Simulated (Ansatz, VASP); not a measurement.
## ScGa5S in VASP and in Ansatz

```
Sc Ga S
1.0
     3.66790    0.00000    0.00000
     0.00000    3.66790    0.00000
     0.00000    0.00000   10.32199
Sc Ga S
1 5 1
Cartesian
  0.0000 0.0000 0.0000
  0.0000 0.0000 5.1610
  0.0000 1.8340 2.9465
  0.0000 1.8340 7.3755
  1.8340 0.0000 7.3755
  1.8340 0.0000 2.9465
  1.8340 1.8340 0.0000
```

Alike in both runs: functional PBE; k mesh 4 × 4 × 2; occupations gaussian, width 0.2 eV; no spin polarisation.

Ansatz relaxed the structure, and its values are those at the end. VASP's run is a single point on that final structure, the one shown.

|  | VASP | Ansatz |
| --- | --- | --- |
| version | VASP 6.6.1 | Ansatz 0.2.0 |
| potentials or method | VASP PAW PBE potentials, release 64 (Sc_sv, Ga_d, S), cutoff 520 eV | scalar-relativistic, plane waves, PAW |
| valence electrons in the cell | 82 | 82 |

|  | VASP | Ansatz | Ansatz less VASP |
| --- | --- | --- | --- |
| gap on the k mesh at the Fermi level (eV) | none | none | - |
| pressure (GPa) | 0.3 | 0.2 | -0.13 |

A gap of «none» marks a metal or a gap that the smearing closes.

The k mesh is coarse, so the values compare programs but aren't converged.
